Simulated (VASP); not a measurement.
Wanted: the native input for a VASP 6.6.1 run.

* Task: single point
* Functional: PBEsol
* Potentials or basis: VASP PAW PBE potentials, release 64 (Co, Si)
* Cutoff: 520 eV
* k mesh: 10 × 10 × 8
* Occupations: gaussian, width 0.1 eV
* Spin: no spin polarisation
* Dipole correction: no
* Further INCAR settings: ALGO = Normal; EDIFF = 1e-06; NBANDS = 26

The structure of CoSi2 lies in POSCAR:

```
CoSi2
1.0
    2.6960977216      2.6960977216      0.0000000000
   -2.6462929607      2.6462929607      0.0000000000
    0.0000000000      0.0000000000      5.2925859215
Co Si
2 4
Direct
    0.0000000000      0.0000000000      0.0000000000
    0.5000000000      0.5000000000      0.5000000000
    0.0000000000      0.5000000000      0.7500000000
    0.5000000000      0.0000000000      0.7500000000
    0.5000000000      0.0000000000      0.2500000000
    0.0000000000      0.5000000000      0.2500000000
```

This cell differs from its parent crystal: uniaxial strain along a: +1.5 %.

These files were run (other wordings do the same):

INCAR

```
  PREC = Accurate
  ENCUT = 520
  EDIFF = 1E-6
  ISMEAR = 0
  SIGMA = 0.1
  LREAL = False
  LASPH = True
  NELM = 100
  ALGO = Normal
  ISIF = 2
  LWAVE = False
  LCHARG = False
  GGA = PS
  NBANDS = 26
```

KPOINTS

```
regular mesh
0
Gamma
  10 10 8
```

Potentials or basis: VASP PAW PBE potentials, release 64 (Co, Si).

The run is started by

```bash
$ cat potpaw_PBE.64/Co/POTCAR potpaw_PBE.64/Si/POTCAR > POTCAR
$ mpirun -np 1 vasp_std > vasp.out
```

It gave:

- Pressure: -1.2 GPa
- Largest force: 0.171 eV/Å
- Band gap on the k mesh: zero (band 17 reaches 11.96 eV, above the bottom of band 18 at 8.87 eV)

Caveat: the cell differs from its parent crystal (uniaxial strain along a: +1.5 %); the PAW data sets were made with another functional, which shifts forces and pressure a little.

Run time: 5.5 min on 1 thread of AMD EPYC 7R43 64-Core Processor (Zen 3), with other jobs on the host, peak memory 0.36 GiB.
